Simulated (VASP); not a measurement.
# Ta2N (P-31m) in VASP: further runs, part 2 of 2

VASP 6.6.1. Earlier steps stand in the parts before.

## Step 4: Single point, PBE

This run uses another cell than the first one, of the same volume but with other edges.

Input file INCAR:

```
ALGO = Normal
EDIFF = 1E-6
ENCUT = 520
GGA = PE
ISIF = 2
ISMEAR = 0
LASPH = T
LCHARG = F
LREAL = F
LWAVE = F
NBANDS = 50
NELM = 60
PREC = Accurate
SIGMA = 0.15
```

Input file KPOINTS:

```
k-points
0
Gamma
  9 9 8
```

Input file POSCAR:

```
Ta2N
1.0
    5.2791162262      0.0000000000      0.0000000000
   -2.6395581131      4.5718487614      0.0000000000
    0.0000000000      0.0000000000      5.0214953543
Ta N
6 3
Direct
    0.7023560318      0.7023560318      0.7528547364
    0.0000000000      0.2976439682      0.7528547364
    0.2976439682      0.0000000000      0.7528547364
    0.2976439682      0.2976439682      0.2471452636
    0.0000000000      0.7023560318      0.2471452636
    0.7023560318      0.0000000000      0.2471452636
    0.6666666667      0.3333333333      0.5000000000
    0.3333333333      0.6666666667      0.5000000000
    0.0000000000      0.0000000000      0.0000000000
```

Potentials or basis: VASP PAW PBE potentials, release 64 (Ta_pv, N).

Run with:

```bash
$ cat potpaw_PBE.64/Ta_pv/POTCAR potpaw_PBE.64/N/POTCAR > POTCAR
$ mpirun -np 1 vasp_std > vasp.out
```

OUTCAR:

```text
EDIFF = 1E-6
   ENCUT = 520
   GGA = PE
   ISIF = 2
   ISMEAR = 0
   LASPH = T
   LREAL = F
   NELM = 60
   PREC = Accurate

 ion  position               nearest neighbor table
   1  0.702  0.702  0.753-   9 2.00   7 2.25   8 2.25   2 2.72   3 2.72   6 2.94   5 2.94   6 2.99
                             5 2.99   3 3.22   2 3.22   2 3.22   3 3.22   4 3.27   4 3.32
   2  0.000  0.298  0.753-   9 2.00   7 2.25   8 2.25   1 2.72   3 2.72   6 2.94   4 2.94   6 2.99
                             4 2.99   3 3.22   1 3.22   1 3.22   3 3.22   5 3.27   5 3.32
   3  0.298  0.000  0.753-   9 2.00   8 2.25   7 2.25   2 2.72   1 2.72   4 2.94   5 2.94   5 2.99
                             4 2.99   2 3.22   1 3.22   2 3.22   1 3.22   6 3.27   6 3.32
   4  0.298  0.298  0.247-   9 2.00   8 2.25   7 2.25   5 2.72   6 2.72   3 2.94   2 2.94   3 2.99
                             2 2.99   6 3.22   5 3.22   5 3.22   6 3.22   1 3.27   1 3.32
   5  0.000  0.702  0.247-   9 2.00   8 2.25   7 2.25   4 2.72   6 2.72   3 2.94   1 2.94   3 2.99
                             1 2.99   6 3.22   4 3.22   4 3.22   6 3.22   2 3.27   2 3.32
   6  0.702  0.000  0.247-   9 2.00   7 2.25   8 2.25   5 2.72   4 2.72   1 2.94   2 2.94   1 2.99
                             2 2.99   5 3.22   4 3.22   4 3.22   5 3.22   3 3.27   3 3.32
   7  0.667  0.333  0.500-   6 2.25   2 2.25   5 2.25   3 2.25   1 2.25   4 2.25
[... 1482 lines left out ...]
------------------------ aborting loop because EDIFF is reached ----------------------------------------

  FORCE on cell =-STRESS in cart. coord.  units (eV):
  Direction    XX          YY          ZZ          XY          YZ          ZX
  --------------------------------------------------------------------------------------
  -------------------------------------------------------------------------------------
  Total       12.7775560     12.7775560      4.7980696     -0.0000000      0.0000000      0.0000000
  in kB      168.9165616    168.9165616     63.4294549     -0.0000000      0.0000000      0.0000000
  external PRESSURE =     133.7541927 kB  Pullay stress =       0.0000000 kB

 VOLUME and BASIS-vectors are now :
 -----------------------------------------------------------------------------
  energy-cutoff  :      520.00
  volume of cell :      121.20
      direct lattice vectors                 reciprocal lattice vectors
     5.279116226  0.000000000  0.000000000     0.189425646  0.109364948  0.000000000
    -2.639558113  4.571848761  0.000000000     0.000000000  0.218729895  0.000000000
     0.000000000  0.000000000  5.021495354     0.000000000  0.000000000  0.199143866

 POSITION                                       TOTAL-FORCE (eV/Angst)
 -----------------------------------------------------------------------------------
      1.85391      3.21107      3.78046        -2.929062     -5.073284     -2.110270
     -0.78565      1.36078      3.78046        -2.929062      5.073284     -2.110270
      1.57130      0.00000      3.78046         5.858124     -0.000000     -2.110270
      0.78565      1.36078      1.24104         2.929062      5.073284      2.110270
     -1.85391      3.21107      1.24104         2.929062     -5.073284      2.110270
      3.70782      0.00000      1.24104        -5.858124      0.000000      2.110270
      2.63956      1.52395      2.51075        -0.000000      0.000000     -0.000000
     -0.00000      3.04790      2.51075        -0.000000     -0.000000     -0.000000
      0.00000      0.00000      0.00000        -0.000000      0.000000     -0.000000
 -----------------------------------------------------------------------------------
    total drift:                               -0.000000     -0.000000      0.000000

  FREE ENERGIE OF THE ION-ELECTRON SYSTEM (eV)
  ---------------------------------------------------
  free  energy   TOTEN  =      -101.1105785444 eV

  energy  without entropy=     -101.0533980120  energy(sigma->0) =     -101.08198828
```

stdout:

```text
POSCAR found type information on POSCAR TaN
 POSCAR found :  2 types and       9 ions
 scaLAPACK will be used
 LDA part: xc-table for (Slater+PW92), standard interpolation
 POSCAR, INCAR and KPOINTS ok, starting setup
 FFT: planning ... GRIDC
 FFT: planning ... GRID_SOFT
 FFT: planning ... GRID
 WAVECAR not read
 entering main loop
```

Wall time 16 min (1 thread of Intel Xeon 8259CL, shared host); peak memory 0.49 GiB.

What came out:

| Property | Result |
| --- | --- |
| Free energy | -101.1106 eV |
| Pressure | 13.4 GPa |
| Largest force | 6.227 eV/Å |
| Band gap on the k mesh | zero (an odd number of electrons rules out a gap without spin polarisation) |

Forces on the atoms (eV/Å):
```
Ta  -2.929 -5.073 -2.110
Ta  -2.929  5.073 -2.110
Ta   5.858  0.000 -2.110
Ta   2.929  5.073  2.110
Ta   2.929 -5.073  2.110
Ta  -5.858  0.000  2.110
N    0.000  0.000  0.000
N    0.000  0.000  0.000
N    0.000  0.000  0.000
```

Stress tensor (GPa, compression positive):
```
16.89  0.00  0.00
 0.00 16.89  0.00
 0.00  0.00  6.34
```

Caveat: the stress differs along the axes, from 6 to 17 GPa; spin-orbit coupling is left out, which moves the levels of the heavy elements; forces of over 1 eV/Å act on the atoms, so gaps and moduli don't describe the material at rest.

## Step 5: Overview

```tsv
cell	gap on the mesh (eV)	pressure (GPa)	largest force (eV/Å)
a = 5.425, b = 5.425, c = 4.755 Å, angles 90.0, 90.0, 120.0°, 9 atoms, atomic positions A	none	1.2	0.06
a = 5.279, b = 5.279, c = 5.021 Å, angles 90.0, 90.0, 120.0°, 9 atoms, atomic positions B	none	1.2	1.51
a = 5.279, b = 5.279, c = 5.021 Å, angles 90.0, 90.0, 120.0°, 9 atoms, atomic positions C	none	13.4	6.23
```

Alike in all rows: task single point; level PBE; potentials or basis VASP PAW PBE potentials, release 64 (Ta_pv, N); no spin polarisation; k mesh 9 × 9 × 8; cutoff (eV) 520; smearing gaussian 0.15 eV.

Caveats: spin-orbit coupling is left out, which moves the levels of the heavy elements; forces of over 1 eV/Å act on the atoms, so gaps and moduli don't describe the material at rest (at least some runs); the stress differs along the axes, from -5 to 13 GPa (at least some runs); the stress differs along the axes, from 6 to 17 GPa (at least some runs).

Total energies depend on the potentials used, so only differences within one code and one set of settings carry meaning.
